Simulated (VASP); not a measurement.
# H6C2O in VASP: relaxation of the atoms with PBE+D3(BJ)

Aim: the relaxation of the atoms of H6C2O with PBE+D3(BJ).

Everything below comes from runs of VASP 6.6.1. Logs are shortened: lines on timing, memory, paths and dates and some standing lists are left out, and cuts for length are marked.

## Step 1: The cell of the first run

The cell holds a disordered packing, 36 atoms: a = 7.294 Å, b = 7.294 Å, c = 7.294 Å, α = 90.00°, β = 90.00°, γ = 90.00°.

## Step 2: Relaxation of the atoms, PBE+D3(BJ)

INCAR

```
SYSTEM = H6C2O
PREC = Accurate ; ENCUT = 520
EDIFF = 1E-6 ; ISMEAR = -1
SIGMA = 0.05 ; LREAL = Auto
LASPH = .True. ; NELM = 80
ALGO = Normal ; ISIF = 2
LWAVE = .False. ; LCHARG = .False.
GGA = PE ; IVDW = 12
IBRION = 2 ; NSW = 35
EDIFFG = -0.3
```

KPOINTS

```
Automatic mesh
0
Gamma
  1 1 1
  0 0 0
```

POSCAR

```
H6C2O
1.0
    7.2936330000      0.0000000000      0.0000000000
    0.0000000000      7.2936330000      0.0000000000
    0.0000000000      0.0000000000      7.2936330000
C O H
8 4 24
Direct
    0.3047126000      0.8442156000      0.6758988000
    0.3748244000      1.0392912000      0.6769711000
    1.0377936000      0.3667129000      0.4503718000
    0.8748697000      0.4946436000      0.4581697000
    0.5146135000      0.5903638000      0.1421288000
    0.3560848000      0.7239300000      0.1420288000
    0.5884239000      0.1224355000      0.0883216000
    0.7902499000      0.1464703000      0.1290629000
    0.5675635000      1.0310032000      0.7094260000
    0.7140768000      0.3832273000      0.4566084000
    0.1944893000      0.6214316000      0.1013921000
    0.8888314000      0.0730531000     -0.0231277000
    0.6138233000      1.1558814000      0.7103411000
    0.3452162000      1.1058073000      0.5450054000
    0.3054322000      1.1187890000      0.7845854000
    0.1568384000      0.8412397000      0.6515045000
    0.3729652000      0.7658284000      0.5681816000
    0.3332284000      0.7787948000      0.8074775000
    0.6086001000      0.4643766000      0.4615916000
    0.8808975000      0.5788022000      0.5830576000
    0.8766990000      0.5882665000      0.3400707000
    1.1660792000      0.4442558000      0.4511754000
    1.0363367000      0.2746378000      0.5683804000
    1.0321432000      0.2840908000      0.3256816000
    0.0918219000      0.7062529000      0.1010421000
    0.3448350000      0.7912246000      0.2764196000
    0.3789583000      0.8315477000      0.0390180000
    0.6432941000      0.6609520000      0.1726144000
    0.4921648000      0.4842734000      0.2453123000
    0.5262476000      0.5245486000      0.0081923000
    1.0187851000      0.0879295000      0.0018940000
    0.8222236000      0.2924551000      0.1486113000
    0.8264076000      0.0745077000      0.2564599000
    0.5049688000      0.1763719000      0.2005573000
    0.5525817000      0.1949641000     -0.0376185000
    0.5567607000     -0.0227247000      0.0701022000
```

Potentials or basis: VASP PAW PBE potentials, release 64 (C, O, H).

On the command line:

```
> cat potpaw_PBE.64/C/POTCAR potpaw_PBE.64/O/POTCAR potpaw_PBE.64/H/POTCAR > POTCAR
> mpirun -np 1 vasp_gam > vasp.out
```

OUTCAR:

```text
SYSTEM = H6C2O
   PREC = Accurate
   ENCUT = 520
   EDIFF = 1E-6
   ISMEAR = -1
   LREAL = Auto
   LASPH = .True.
   NELM = 80
   ISIF = 2
   GGA = PE
   IVDW = 12
   IBRION = 2
   NSW = 35
   EDIFFG = -0.3
 IVDW          = 12

 ion  position               nearest neighbor table
   1  0.305  0.844  0.676-  17 1.09  18 1.09  16 1.09   2 1.51
   2  0.375  0.039  0.677-  14 1.10  15 1.10   9 1.43   1 1.51
   3  0.038  0.367  0.450-  23 1.09  24 1.09  22 1.09   4 1.51
   4  0.875  0.495  0.458-  21 1.10  20 1.10  10 1.43   3 1.51
   5  0.515  0.590  0.142-  29 1.09  30 1.09  28 1.09   6 1.51
   6  0.356  0.724  0.142-  27 1.10  26 1.10  11 1.43   5 1.51
   7  0.588  0.122  0.088-  35 1.09  36 1.09  34 1.09   8 1.51
   8  0.790  0.146  0.129-  33 1.10  32 1.10  12 1.43   7 1.51
   9  0.568  0.031  0.709-  13 0.97   2 1.43
  10  0.714  0.383  0.457-  19 0.97   4 1.43
  11  0.194  0.621  0.101-  25 0.97   6 1.43
  12  0.889  0.073  0.977-  31 0.97   8 1.43
  13  0.614  0.156  0.710-   9 0.97
  14  0.345  0.106  0.545-   2 1.10
  15  0.305  0.119  0.785-   2 1.10
  16  0.157  0.841  0.652-   1 1.09
  17  0.373  0.766  0.568-   1 1.09
  18  0.333  0.779  0.807-   1 1.09
[... 16 lines left out ...]
  35  0.553  0.195  0.962-   7 1.09
  36  0.557  0.977  0.070-   7 1.09

  LATTYP: Found a simple cubic cell.
 ALAT       =     7.2936330000

  Lattice vectors:

 A1 = (   7.2936330000,   0.0000000000,   0.0000000000)
 A2 = (   0.0000000000,   7.2936330000,   0.0000000000)
 A3 = (   0.0000000000,   0.0000000000,   7.2936330000)

Analysis of symmetry for initial positions (statically):
=====================================================================
 Subroutine PRICEL returns:
 Original cell was already a primitive cell.

 Routine SETGRP: Setting up the symmetry group for a
 simple cubic supercell.

 Subroutine GETGRP returns: Found  1 space group operations
 (whereof  1 operations were pure point group operations)
 out of a pool of 48 trial point group operations.

The static configuration has the point symmetry C_1 .

Analysis of symmetry for dynamics (positions and initial velocities):
=====================================================================
 Subroutine PRICEL returns:
 Original cell was already a primitive cell.

 Routine SETGRP: Setting up the symmetry group for a
 simple cubic supercell.

 Subroutine GETGRP returns: Found  1 space group operations
 (whereof  1 operations were pure point group operations)
 out of a pool of 48 trial point group operations.

The dynamic configuration has the point symmetry C_1 .

 Subroutine INISYM returns: Found  1 space group operations
 (whereof  1 operations are pure point group operations),
 and found     1 'primitive' translations

----------------------------------------------------------------------------------------

                                     Primitive cell

  volume of cell :     388.0000

  direct lattice vectors                    reciprocal lattice vectors
     7.293633000  0.000000000  0.000000000     0.137105884  0.000000000  0.000000000
     0.000000000  7.293633000  0.000000000     0.000000000  0.137105884  0.000000000
     0.000000000  0.000000000  7.293633000     0.000000000  0.000000000  0.137105884

  length of vectors
     7.293633000  7.293633000  7.293633000     0.137105884  0.137105884  0.137105884

  position of ions in fractional coordinates (direct lattice)
     0.304712600  0.844215600  0.675898800
     0.374824400  0.039291200  0.676971100
     0.037793600  0.366712900  0.450371800
     0.874869700  0.494643600  0.458169700
     0.514613500  0.590363800  0.142128800
     0.356084800  0.723930000  0.142028800
[... 28 lines left out ...]
     0.552581700  0.194964100  0.962381500
     0.556760700  0.977275300  0.070102200

  ion indices of the primitive-cell ions
   primitive index   ion index
                 1           1
                 2           2
                 3           3
                 4           4
                 5           5
                 6           6
[... 28 lines left out ...]
                35          35
                36          36

----------------------------------------------------------------------------------------

 KPOINTS: Automatic mesh

Automatic generation of k-mesh.
 Grid dimensions read from file:
 generate k-points for:    1    1    1

 Generating k-lattice:

  Cartesian coordinates                     Fractional coordinates (reciprocal lattice)
     0.137105884  0.000000000  0.000000000     1.000000000  0.000000000  0.000000000
     0.000000000  0.137105884  0.000000000     0.000000000  1.000000000  0.000000000
     0.000000000  0.000000000  0.137105884     0.000000000  0.000000000  1.000000000

  Length of vectors
     0.137105884  0.137105884  0.137105884

  Shift w.r.t. Gamma in fractional coordinates (k-lattice)
     0.000000000  0.000000000  0.000000000

 Subroutine IBZKPT returns following result:
 ===========================================

 Found      1 irreducible k-points:

 Following reciprocal coordinates:
            Coordinates               Weight
  0.000000  0.000000  0.000000      1.000000
   k-points           NKPTS =      1   k-points in BZ     NKDIM =      1   number of bands    NBANDS=     59
   number of dos      NEDOS =    301   number of ions     NIONS =     36
   total plane-waves  NPLWV = 157464
   dimension x,y,z NGX =    54 NGY =   54 NGZ =   54
   dimension x,y,z NGXF=   108 NGYF=  108 NGZF=  108
   ions per type =               8   4  24
   NGX,Y,Z   is equivalent  to a cutoff of  12.31, 12.31, 12.31 a.u.
   NGXF,Y,Z  is equivalent  to a cutoff of  24.62, 24.62, 24.62 a.u.
 SYSTEM =  H6C2O
   PREC   = accura    normal or accurate (medium, high low for compatibility)
   ISTART =      0    job   : 0-new  1-cont  2-samecut
   ICHARG =      2    charge: 1-file 2-atom 10-const
   ISPIN  =      1    spin polarized calculation?
   LNONCOLLINEAR =      F non collinear calculations
   LSORBIT =      F    spin-orbit coupling
   LASPH  =      T    aspherical Exc in radial PAW
   ENCUT  =  520.0 eV  38.22 Ry    6.18 a.u.  13.56 13.56 13.56*2*pi/ulx,y,z
   NELM   =     80;   NELMIN=  2; NELMDL= -5     # of ELM steps
   EDIFF  = 0.1E-05   stopping-criterion for ELM
   LREAL  =      T    real-space projection
   EDIFFG = -.3E+00   stopping-criterion for IOM
   NSW    =     35    number of steps for IOM
   IBRION =      2    ionic relax: 0-MD 1-quasi-New 2-CG
   NFREE  =      1    steps in history (QN), initial steepest desc. (CG)
   ISIF   =      2    stress and relaxation
   ISYM   =      2    0-nonsym 1-usesym 2-fastsym
   POTIM  = 0.5000    time-step for ionic-motion
   TEBEG  =    0.0;   TEEND  =   0.0 temperature during run
   PSTRESS=    0.0 pullay stress
   NELECT =      80.0000    total number of electrons
   NUPDOWN=      -1.0000    fix difference up-down
   EMIN   =  10.00;   EMAX   =-10.00  energy-range for DOS
   EFERMI =   0.00;   METHOD = LEGACY
   ISMEAR =    -1;   SIGMA  =   0.05  broadening in eV -4-tet -1-fermi 0-gaus
   EFERMI_NEDOS =   21; number of points for ismear=-14 and -15
   IALGO  =     38    algorithm
   IMIX   =      4    mixing-type and parameters
     AMIX     =   0.40;   BMIX     =  1.00
     AMIX_MAG =   1.60;   BMIX_MAG =  1.00
  volume/ion in A,a.u.               =      10.78        72.73
  Fermi-wavevector in a.u.,A,eV,Ry     =   0.967151  1.827650 12.726630  0.935381
  Thomas-Fermi vector in A             =   2.097013
   LORBIT       =      0    0 simple, 1 ext, 2 COOP (PROOUT), +10 PAW based schemes
   GGA     = PE    functional components
   LHFCALC =     F    Hartree Fock is set to
   AEXX    =    0.0000 exact exchange contribution
   IVDW    =    12    specifies the selected vdW correction
   LEPSILON=     F    determine dielectric tensor
   LRPA    =     F    only Hartree local field effects (RPA)
 conjugate gradient relaxation of ions
 non-spin polarized calculation
  energy-cutoff  :      520.00
  volume of cell :      388.00
 maximum number of plane-waves:      5198
 NGX is ok and might be reduce to    54
   NGX = 27   NGY = 27   NGZ = 27

--------------------------------------- Ionic step        1  -------------------------------------------

 number of electron      79.9999993 magnetization

 Free energy of the ion-electron system (eV)
  ---------------------------------------------------
  ext. energy  EPLUGINS =         0.00000000
  ---------------------------------------------------
  free energy    TOTEN  =      -186.85711315 eV

  energy without entropy =     -186.85711315  energy(sigma->0) =     -186.85711315

------------------------ aborting loop because EDIFF is reached ----------------------------------------

 Edisp (eV)   -1.34065

 E8    (eV) :    -0.2973

  FORCE on cell =-STRESS in cart. coord.  units (eV):
  Direction    XX          YY          ZZ          XY          YZ          ZX
  --------------------------------------------------------------------------------------
  -------------------------------------------------------------------------------------
  Total       3.91805     2.05396     5.63929     1.01394     0.98802     0.90495
  in kB      16.17888     8.48147    23.28645     4.18690     4.07986     3.73685
  external pressure =       15.98 kB  Pullay stress =        0.00 kB
[... 199 lines left out ...]
  FREE ENERGIE OF THE ION-ELECTRON SYSTEM (eV)
  ---------------------------------------------------
  free  energy   TOTEN  =      -188.2367181681 eV

  energy  without entropy=     -188.2367181680  energy(sigma->0) =     -188.23671817

[... ionic steps 4 to 17 ...]

--------------------------------------- Ionic step       18  -------------------------------------------

 number of electron      80.0000014 magnetization

------------------------ aborting loop because EDIFF is reached ----------------------------------------

 Edisp (eV)   -1.32708

 E8    (eV) :    -0.2926
[... 137 lines left out ...]
  energy  without entropy=     -188.6903381521  energy(sigma->0) =     -188.69033815

--------------------------------------- Ionic step       20  -------------------------------------------

 number of electron      80.0000002 magnetization

 Free energy of the ion-electron system (eV)
  ---------------------------------------------------
  ext. energy  EPLUGINS =         0.00000000
  ---------------------------------------------------
  free energy    TOTEN  =      -187.38782629 eV

  energy without entropy =     -187.38782629  energy(sigma->0) =     -187.38782629

 E-fermi :  -1.6676     XC(G=0):  -6.4668

 val. band max:       -2.8693723077   @ k =   0.0000   0.0000   0.0000
 cond. band min:       1.7148718592   @ k =   0.0000   0.0000   0.0000
 fundamental gap:      4.5842441669
 Fermi energy:        -1.6675830155

 k-point     1 :       0.0000    0.0000    0.0000
  band No.  band energies     occupation
      1     -22.4852      2.00000
      2     -22.3935      2.00000
      3     -22.3001      2.00000
      4     -21.9780      2.00000
      5     -15.7347      2.00000
      6     -15.5094      2.00000
[... 44 lines left out ...]
     51       5.3638      0.00000
     52       5.5739      0.00000
 [bands above 52 left out]

------------------------ aborting loop because EDIFF is reached ----------------------------------------

 Edisp (eV)   -1.32566

 E8    (eV) :    -0.2921

  FORCE on cell =-STRESS in cart. coord.  units (eV):
  Direction    XX          YY          ZZ          XY          YZ          ZX
  --------------------------------------------------------------------------------------
  -------------------------------------------------------------------------------------
  Total       0.22997    -0.22923     1.46318     0.72098     0.52518     0.56565
  in kB       0.94962    -0.94655     6.04195     2.97714     2.16863     2.33574
  external pressure =        2.02 kB  Pullay stress =        0.00 kB
[... 51 lines left out ...]
  FREE ENERGIE OF THE ION-ELECTRON SYSTEM (eV)
  ---------------------------------------------------
  free  energy   TOTEN  =      -188.7134865382 eV

  energy  without entropy=     -188.7134865381  energy(sigma->0) =     -188.71348654

 reached required accuracy - stopping structural energy minimisation
```

Wall time 12 min (1 thread of Intel Xeon Platinum 8375C at 2.90GHz (Ice Lake), shared host); peak memory 0.42 GiB.

Results:

```
Free energy                  : -188.7135 eV
Energy gained by relaxing    : 14.3 meV/atom
Ionic steps                  : 20
Pressure after relaxing      : 0.2 GPa
Largest force after relaxing : 0.210 eV/Å
Band gap on the k mesh       : 4.58 eV
Dispersion energy per atom   : -0.037 eV
```

Forces in eV/Å, atoms in the order of the input:
```
C    0.123  0.135 -0.026
C    0.038 -0.137 -0.035
C   -0.116  0.026  0.105
C    0.034 -0.084  0.021
C   -0.064 -0.066 -0.031
C   -0.041  0.070 -0.015
C   -0.079 -0.015 -0.056
C   -0.116 -0.013  0.083
O    0.005 -0.076 -0.071
O   -0.061 -0.038  0.025
O    0.039 -0.014 -0.059
O    0.191  0.052 -0.007
H   -0.022  0.142 -0.064
H    0.097 -0.018 -0.088
H   -0.029 -0.067  0.029
H   -0.110  0.065  0.005
H   -0.048 -0.009  0.051
H   -0.040 -0.057 -0.047
H    0.083 -0.132  0.140
H   -0.031  0.031  0.016
H    0.129  0.112 -0.047
H    0.051 -0.019 -0.001
H   -0.067  0.101 -0.005
H    0.023  0.015  0.115
H   -0.066  0.033 -0.045
H   -0.066 -0.002  0.050
H   -0.011 -0.021  0.020
H    0.056  0.068  0.023
H   -0.091  0.012 -0.048
H   -0.050  0.011  0.039
H   -0.051 -0.130 -0.133
H   -0.006  0.089 -0.039
H    0.102 -0.062  0.072
H   -0.101  0.058  0.057
H    0.181 -0.080  0.034
H    0.115  0.020 -0.070
```

Stress tensor (GPa, compression positive):
```
 0.09  0.30  0.23
 0.30 -0.09  0.22
 0.23  0.22  0.60
```

The path:
```
step  energy change (eV)  largest force (eV/Å)  pressure (GPa)
   1              0.0000                0.7045            1.60
   2              0.0143                1.3120            1.09
   3             -0.0390                0.5190            1.34
   4             -0.0844                0.7758            0.66
   5             -0.0845                0.7569            0.68
   6             -0.1204                0.5159            0.59
   7             -0.1427                0.5575            0.46
   8             -0.1812                0.3181            0.39
   9             -0.2000                0.6103            0.28
  10             -0.2370                0.4773            0.36
  11             -0.2885                0.6641            0.55
  12             -0.3281                0.4537            0.51
  13             -0.3692                0.5316            0.39
  14             -0.4023                0.3601            0.15
  15             -0.4107                0.5967           -0.05
  16             -0.4474                0.3164           -0.16
  17             -0.4618                0.4927           -0.30
  18             -0.4887                0.3005           -0.13
  19             -0.4926                0.4100           -0.04
  20             -0.5157                0.2097            0.20
```

Final structure:
```yaml
crystal:
  lattice:
    - [7.29363, 0.00000, 0.00000]
    - [0.00000, 7.29363, 0.00000]
    - [0.00000, 0.00000, 7.29363]
  atoms:
    - { symbol: C, position: [0.29424, 0.84225, 0.65854] }
    - { symbol: C, position: [0.37663, 0.03426, 0.65822] }
    - { symbol: C, position: [0.04815, 0.36849, 0.46945] }
    - { symbol: C, position: [0.88189, 0.49358, 0.47962] }
    - { symbol: C, position: [0.50232, 0.59041, 0.13758] }
    - { symbol: C, position: [0.34051, 0.71902, 0.14641] }
    - { symbol: C, position: [0.59420, 0.13082, 0.09797] }
    - { symbol: C, position: [0.79820, 0.14616, 0.12972] }
    - { symbol: O, position: [0.57057, 0.01153, 0.66601] }
    - { symbol: O, position: [0.71686, 0.38990, 0.51690] }
    - { symbol: O, position: [0.17399, 0.62249, 0.10491] }
    - { symbol: O, position: [0.90034, 0.05010, 0.98973] }
    - { symbol: H, position: [0.63222, 0.12917, 0.65009] }
    - { symbol: H, position: [0.33314, 0.10934, 0.53403] }
    - { symbol: H, position: [0.32681, 0.11590, 0.77652] }
    - { symbol: H, position: [0.14623, 0.84306, 0.63348] }
    - { symbol: H, position: [0.36075, 0.76236, 0.54959] }
    - { symbol: H, position: [0.32027, 0.77314, 0.78893] }
    - { symbol: H, position: [0.61513, 0.46771, 0.47893] }
    - { symbol: H, position: [0.90144, 0.59728, 0.58784] }
    - { symbol: H, position: [0.86360, 0.56520, 0.34808] }
    - { symbol: H, position: [0.17162, 0.45369, 0.47345] }
    - { symbol: H, position: [0.05207, 0.27269, 0.58596] }
    - { symbol: H, position: [0.05071, 0.28964, 0.34150] }
    - { symbol: H, position: [0.08015, 0.71414, 0.08074] }
    - { symbol: H, position: [0.33265, 0.78218, 0.28302] }
    - { symbol: H, position: [0.36073, 0.83114, 0.04771] }
    - { symbol: H, position: [0.62737, 0.66327, 0.17729] }
    - { symbol: H, position: [0.48417, 0.47320, 0.23048] }
    - { symbol: H, position: [0.52287, 0.53619, 0.99848] }
    - { symbol: H, position: [0.02103, 0.10725, 0.98823] }
    - { symbol: H, position: [0.84059, 0.29070, 0.13329] }
    - { symbol: H, position: [0.82879, 0.08736, 0.26534] }
    - { symbol: H, position: [0.52487, 0.16634, 0.22620] }
    - { symbol: H, position: [0.54186, 0.22023, 0.98865] }
    - { symbol: H, position: [0.55688, 0.98967, 0.06400] }
```

Caveat: the k points lie up to 0.86 Å⁻¹ apart; the relaxation stopped at a loose force limit of 0.3 eV/Å, so its end isn't a converged minimum.
